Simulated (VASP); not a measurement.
# In3SbAs2 (P6_3mc) in VASP: notebook

Runs on In3SbAs2. Level: PBE. Tasks: single point.

Program: VASP 6.6.1. These are calculated values, not measurements. Logs are shortened: lines on timing, memory, paths and dates and some standing lists are left out, and cuts for length are marked.

**1. The cell of the first run**

It takes space group P6_3mc (No. 186, hexagonal). Conventional cell: a = 4.472 Å, b = 4.472 Å, c = 22.062 Å, α = 90.00°, β = 90.00°, γ = 120.00°. In (site symmetry 3m) has 3 As at 2.72 Å and 1 Sb at 2.87 Å within 3.6 Å. Within 3.6 Å of In (site symmetry 3m) lie 4 As at 2.70 to 2.72 Å. Within 3.5 Å of In (site symmetry 3m) lie 1 As at 2.68 Å and 3 Sb at 2.80 Å. Within 3.7 Å of Sb (site symmetry 3m) lie 4 In at 2.80 to 2.87 Å. Within 3.6 Å of As (site symmetry 3m) lie 4 In at 2.70 to 2.72 Å. As (site symmetry 3m) has 4 In at 2.68 to 2.72 Å within 3.5 Å.

**2. Single point, PBE**

The input, INCAR:

```
SYSTEM = In3SbAs2
ALGO = Normal ; EDIFF = 1E-7
ENCUT = 520 ; GGA = PE
ISIF = 2 ; ISMEAR = 0
LASPH = .TRUE. ; LCHARG = .FALSE.
LREAL = .FALSE. ; LWAVE = .FALSE.
NBANDS = 66 ; NELM = 80
PREC = Accurate ; SIGMA = 0.1
```

The input, KPOINTS:

```
k-points
0
G
  6 6 1
  0 0 0
```

The input, POSCAR:

```
In3SbAs2
1.0
    4.4720771000      0.0000000000      0.0000000000
   -2.2360385000      3.8729324000      0.0000000000
    0.0000000000      0.0000000000     22.0621064000
In Sb As
6 2 4
Direct
    0.6666667000      0.3333333000      0.1605630000
    0.6666667000      0.3333333000      0.5000460000
    0.6666667000      0.3333333000      0.8401680000
    0.3333333000      0.6666667000      0.0000460000
    0.3333333000      0.6666667000      0.3401680000
    0.3333333000      0.6666667000      0.6605630000
    0.6666667000      0.3333333000      0.2907930000
    0.3333333000      0.6666667000      0.7907930000
    0.6666667000      0.3333333000      0.6222050000
    0.6666667000      0.3333333000      0.9617240000
    0.3333333000      0.6666667000      0.1222050000
    0.3333333000      0.6666667000      0.4617240000
```

Potentials or basis: VASP PAW PBE potentials, release 64 (In_d, Sb, As).

The run is started by

```
> cat potpaw_PBE.64/In_d/POTCAR potpaw_PBE.64/Sb/POTCAR potpaw_PBE.64/As/POTCAR > POTCAR
> mpirun -np 1 vasp_std > vasp.out
```

OUTCAR:

```text
SYSTEM = In3SbAs2
   EDIFF = 1E-7
   ENCUT = 520
   GGA = PE
   ISIF = 2
   ISMEAR = 0
   LASPH = .TRUE.
   LREAL = .FALSE.
   NELM = 80
   PREC = Accurate

 ion  position               nearest neighbor table
   1  0.667  0.333  0.161-  11 2.72  11 2.72  11 2.72   7 2.87
   2  0.667  0.333  0.500-   9 2.70  12 2.72  12 2.72  12 2.72
   3  0.667  0.333  0.840-  10 2.68   8 2.80   8 2.80   8 2.80
   4  0.333  0.667  0.000-  11 2.70  10 2.72  10 2.72  10 2.72
   5  0.333  0.667  0.340-  12 2.68   7 2.80   7 2.80   7 2.80
   6  0.333  0.667  0.661-   9 2.72   9 2.72   9 2.72   8 2.87
   7  0.667  0.333  0.291-   5 2.80   5 2.80   5 2.80   1 2.87
   8  0.333  0.667  0.791-   3 2.80   3 2.80   3 2.80   6 2.87
   9  0.667  0.333  0.622-   2 2.70   6 2.72   6 2.72   6 2.72
  10  0.667  0.333  0.962-   3 2.68   4 2.72   4 2.72   4 2.72
  11  0.333  0.667  0.122-   4 2.70   1 2.72   1 2.72   1 2.72
  12  0.333  0.667  0.462-   5 2.68   2 2.72   2 2.72   2 2.72

  LATTYP: Found a hexagonal cell.
 ALAT       =     4.4720771000
 C/A-ratio  =     4.9333018878

  Lattice vectors:

 A1 = (   4.4720771000,   0.0000000000,   0.0000000000)
 A2 = (  -2.2360385000,   3.8729324000,   0.0000000000)
 A3 = (   0.0000000000,   0.0000000000,  22.0621064000)

Analysis of symmetry for initial positions (statically):
=====================================================================
 Subroutine PRICEL returns:
 Original cell was already a primitive cell.

 Routine SETGRP: Setting up the symmetry group for a
 hexagonal supercell.

 Subroutine GETGRP returns: Found 12 space group operations
 (whereof  6 operations were pure point group operations)
 out of a pool of 24 trial point group operations.

The static configuration has the point symmetry C_3v.
 The point group associated with its full space group is C_6v.

Analysis of symmetry for dynamics (positions and initial velocities):
=====================================================================
 Subroutine PRICEL returns:
 Original cell was already a primitive cell.

 Routine SETGRP: Setting up the symmetry group for a
 hexagonal supercell.

 Subroutine GETGRP returns: Found 12 space group operations
 (whereof  6 operations were pure point group operations)
 out of a pool of 24 trial point group operations.

The dynamic configuration has the point symmetry C_3v.
 The point group associated with its full space group is C_6v.

 Subroutine INISYM returns: Found 12 space group operations
 (whereof  6 operations are pure point group operations),
 and found     1 'primitive' translations

----------------------------------------------------------------------------------------

                                     Primitive cell

  volume of cell :     382.1168

  direct lattice vectors                    reciprocal lattice vectors
     4.472077100  0.000000000  0.000000000     0.223609741  0.129101140  0.000000000
    -2.236038500  3.872932400  0.000000000     0.000000000  0.258202286  0.000000000
     0.000000000  0.000000000 22.062106400     0.000000000  0.000000000  0.045326588

  length of vectors
     4.472077100  4.472077096 22.062106400     0.258202286  0.258202286  0.045326588

  position of ions in fractional coordinates (direct lattice)
     0.666666700  0.333333300  0.160563000
     0.666666700  0.333333300  0.500046000
     0.666666700  0.333333300  0.840168000
     0.333333300  0.666666700  0.000046000
     0.333333300  0.666666700  0.340168000
     0.333333300  0.666666700  0.660563000
     0.666666700  0.333333300  0.290793000
     0.333333300  0.666666700  0.790793000
     0.666666700  0.333333300  0.622205000
     0.666666700  0.333333300  0.961724000
     0.333333300  0.666666700  0.122205000
     0.333333300  0.666666700  0.461724000

  ion indices of the primitive-cell ions
   primitive index   ion index
                 1           1
                 2           2
                 3           3
                 4           4
                 5           5
                 6           6
                 7           7
                 8           8
                 9           9
                10          10
                11          11
                12          12

----------------------------------------------------------------------------------------

 KPOINTS: k-points

Automatic generation of k-mesh.
 Grid dimensions read from file:
 generate k-points for:    6    6    1

 Generating k-lattice:

  Cartesian coordinates                     Fractional coordinates (reciprocal lattice)
     0.037268290  0.021516857  0.000000000     0.166666667  0.000000000  0.000000000
     0.000000000  0.043033714  0.000000000     0.000000000  0.166666667  0.000000000
     0.000000000  0.000000000  0.045326588     0.000000000  0.000000000  1.000000000

  Length of vectors
     0.043033714  0.043033714  0.045326588

  Shift w.r.t. Gamma in fractional coordinates (k-lattice)
     0.000000000  0.000000000  0.000000000

 Subroutine IBZKPT returns following result:
 ===========================================

 Found      7 irreducible k-points:

 Following reciprocal coordinates:
            Coordinates               Weight
  0.000000  0.000000  0.000000      1.000000
  0.166667  0.000000  0.000000      6.000000
  0.333333  0.000000  0.000000      6.000000
  0.500000  0.000000  0.000000      3.000000
  0.166667  0.166667  0.000000      6.000000
  0.333333  0.166667  0.000000     12.000000
  0.333333  0.333333  0.000000      2.000000
   k-points           NKPTS =      7   k-points in BZ     NKDIM =      7   number of bands    NBANDS=     66
   number of dos      NEDOS =    301   number of ions     NIONS =     12
   total plane-waves  NPLWV = 217728
   dimension x,y,z NGX =    36 NGY =   36 NGZ =  168
   dimension x,y,z NGXF=    72 NGYF=   72 NGZF=  336
   ions per type =               6   2   4
   NGX,Y,Z   is equivalent  to a cutoff of  13.38, 13.38, 12.66 a.u.
   NGXF,Y,Z  is equivalent  to a cutoff of  26.77, 26.77, 25.32 a.u.
 SYSTEM =  In3SbAs2
   PREC   = accura    normal or accurate (medium, high low for compatibility)
   ISTART =      0    job   : 0-new  1-cont  2-samecut
   ICHARG =      2    charge: 1-file 2-atom 10-const
   ISPIN  =      1    spin polarized calculation?
   LNONCOLLINEAR =      F non collinear calculations
   LSORBIT =      F    spin-orbit coupling
   LASPH  =      T    aspherical Exc in radial PAW
   ENCUT  =  520.0 eV  38.22 Ry    6.18 a.u.   8.32  8.32 41.02*2*pi/ulx,y,z
   NELM   =     80;   NELMIN=  2; NELMDL= -5     # of ELM steps
   EDIFF  = 0.1E-06   stopping-criterion for ELM
   LREAL  =      F    real-space projection
   EDIFFG = 0.1E-05   stopping-criterion for IOM
   NSW    =      0    number of steps for IOM
   IBRION =     -1    ionic relax: 0-MD 1-quasi-New 2-CG
   NFREE  =      0    steps in history (QN), initial steepest desc. (CG)
   ISIF   =      2    stress and relaxation
   ISYM   =      2    0-nonsym 1-usesym 2-fastsym
   POTIM  = 0.5000    time-step for ionic-motion
   TEBEG  =    0.0;   TEEND  =   0.0 temperature during run
   PSTRESS=    0.0 pullay stress
   NELECT =     108.0000    total number of electrons
   NUPDOWN=      -1.0000    fix difference up-down
   EMIN   =  10.00;   EMAX   =-10.00  energy-range for DOS
   EFERMI =   0.00;   METHOD = LEGACY
   ISMEAR =     0;   SIGMA  =   0.10  broadening in eV -4-tet -1-fermi 0-gaus
   EFERMI_NEDOS =   21; number of points for ismear=-14 and -15
   IALGO  =     38    algorithm
   IMIX   =      4    mixing-type and parameters
     AMIX     =   0.40;   BMIX     =  1.00
     AMIX_MAG =   1.60;   BMIX_MAG =  1.00
  volume/ion in A,a.u.               =      31.84       214.89
  Fermi-wavevector in a.u.,A,eV,Ry     =   1.074362  2.030250 15.704579  1.154254
  Thomas-Fermi vector in A             =   2.210188
   LORBIT       =      0    0 simple, 1 ext, 2 COOP (PROOUT), +10 PAW based schemes
   GGA     = PE    functional components
   LHFCALC =     F    Hartree Fock is set to
   AEXX    =    0.0000 exact exchange contribution
   IVDW    =     0    specifies the selected vdW correction
   LEPSILON=     F    determine dielectric tensor
   LRPA    =     F    only Hartree local field effects (RPA)
 non-spin polarized calculation
 Gauss-broadening in eV      SIGMA  =   0.10
  energy-cutoff  :      520.00
  volume of cell :      382.12
 maximum number of plane-waves:     10333
 NGX is ok and might be reduce to    36
   NGX = 17   NGY = 17   NGZ = 83

 number of electron     108.0000013 magnetization

 Free energy of the ion-electron system (eV)
  ---------------------------------------------------
  ext. energy  EPLUGINS =         0.00000000
  ---------------------------------------------------
  free energy    TOTEN  =       -44.36147477 eV

  energy without entropy =      -44.35508385  energy(sigma->0) =      -44.35827931

 E-fermi :   4.3323     XC(G=0):  -8.6445

 val. band max:        4.2476139291   @ k =   0.0000   0.0000   0.0000
 cond. band min:       4.3404594472   @ k =   0.0000   0.0000   0.0000
 fundamental gap:      0.0928455181
 Fermi energy:         4.3322642452

 k-point     1 :       0.0000    0.0000    0.0000
  band No.  band energies     occupation
      1     -10.4172      2.00000
      2     -10.4159      2.00000
      3     -10.3698      2.00000
      4     -10.3681      2.00000
      5     -10.3491      2.00000
      6     -10.3491      2.00000
[... 58 lines left out ...]
     65       7.7974      0.00000
     66       7.8106      0.00000

 k-point     2 :       0.1667    0.0000    0.0000
  band No.  band energies     occupation
      1     -10.4272      2.00000
      2     -10.4263      2.00000
      3     -10.3749      2.00000
      4     -10.3735      2.00000
      5     -10.3549      2.00000
      6     -10.3547      2.00000
[... 403 lines left out ...]
     65       8.8345      0.00000
     66       9.3139      0.00000

------------------------ aborting loop because EDIFF is reached ----------------------------------------

  FORCE on cell =-STRESS in cart. coord.  units (eV):
  Direction    XX          YY          ZZ          XY          YZ          ZX
  --------------------------------------------------------------------------------------
  -------------------------------------------------------------------------------------
  Total        0.1484188      0.1484188      0.2030878      0.0000000      0.0000000      0.0000000
  in kB        0.6223048      0.6223048      0.8515267      0.0000000      0.0000000      0.0000000
  external PRESSURE =       0.6987121 kB  Pullay stress =       0.0000000 kB

 VOLUME and BASIS-vectors are now :
 -----------------------------------------------------------------------------
  energy-cutoff  :      520.00
  volume of cell :      382.12
      direct lattice vectors                 reciprocal lattice vectors
     4.472077100  0.000000000  0.000000000     0.223609741  0.129101140  0.000000000
    -2.236038500  3.872932400  0.000000000     0.000000000  0.258202286  0.000000000
     0.000000000  0.000000000 22.062106400     0.000000000  0.000000000  0.045326588

 POSITION                                       TOTAL-FORCE (eV/Angst)
 -----------------------------------------------------------------------------------
      2.23604      1.29098      3.54236        -0.000000      0.000000     -0.014686
      2.23604      1.29098     11.03207         0.000000     -0.000000      0.000282
      2.23604      1.29098     18.53588         0.000000      0.000000      0.042850
     -0.00000      2.58196      0.00101        -0.000000      0.000000      0.000282
     -0.00000      2.58196      7.50482        -0.000000     -0.000000      0.042850
     -0.00000      2.58196     14.57341         0.000000     -0.000000     -0.014686
      2.23604      1.29098      6.41551         0.000000     -0.000000     -0.021698
     -0.00000      2.58196     17.44656        -0.000000      0.000000     -0.021698
      2.23604      1.29098     13.72715         0.000000     -0.000000      0.002948
      2.23604      1.29098     21.21766        -0.000000     -0.000000     -0.009697
     -0.00000      2.58196      2.69610        -0.000000      0.000000      0.002948
     -0.00000      2.58196     10.18660         0.000000     -0.000000     -0.009697
 -----------------------------------------------------------------------------------
    total drift:                               -0.000329      0.000189      0.000020

  FREE ENERGIE OF THE ION-ELECTRON SYSTEM (eV)
  ---------------------------------------------------
  free  energy   TOTEN  =       -44.3614747726 eV

  energy  without entropy=      -44.3550838469  energy(sigma->0) =      -44.35827931
```

It used 290 s of CPU time on 1 thread of Intel(R) Xeon(R) Platinum 8488C (Sapphire Rapids), with other jobs on the host.

What came out:

* Free energy: -44.3615 eV
* Pressure: 0.1 GPa
* Largest force: 0.043 eV/Å
* Band gap on the k mesh: zero (filled and empty bands touch)

Forces in eV/Å, atoms in the order of the input:
```
In   0.000  0.000 -0.015
In   0.000  0.000  0.000
In   0.000  0.000  0.043
In   0.000  0.000  0.000
In   0.000  0.000  0.043
In   0.000  0.000 -0.015
Sb   0.000  0.000 -0.022
Sb   0.000  0.000 -0.022
As   0.000  0.000  0.003
As   0.000  0.000 -0.010
As   0.000  0.000  0.003
As   0.000  0.000 -0.010
```

Levels at points of the mesh, in eV from the Fermi level:
```tsv
k point	band 52	band 53	band 54	band 55	band 56	band 57
(0.00, 0.00, 0.00)	-0.08	-0.08	0.01	0.01	0.04	0.11
(0.50, 0.00, 0.00)	-1.52	-1.25	-1.06	0.67	0.79	1.14
```

Caveat: semilocal functionals underestimate gaps, so a narrow gap can read as zero; spin-orbit coupling is left out, which moves the levels of the heavy elements.

(Continued in part 2 of 2.)
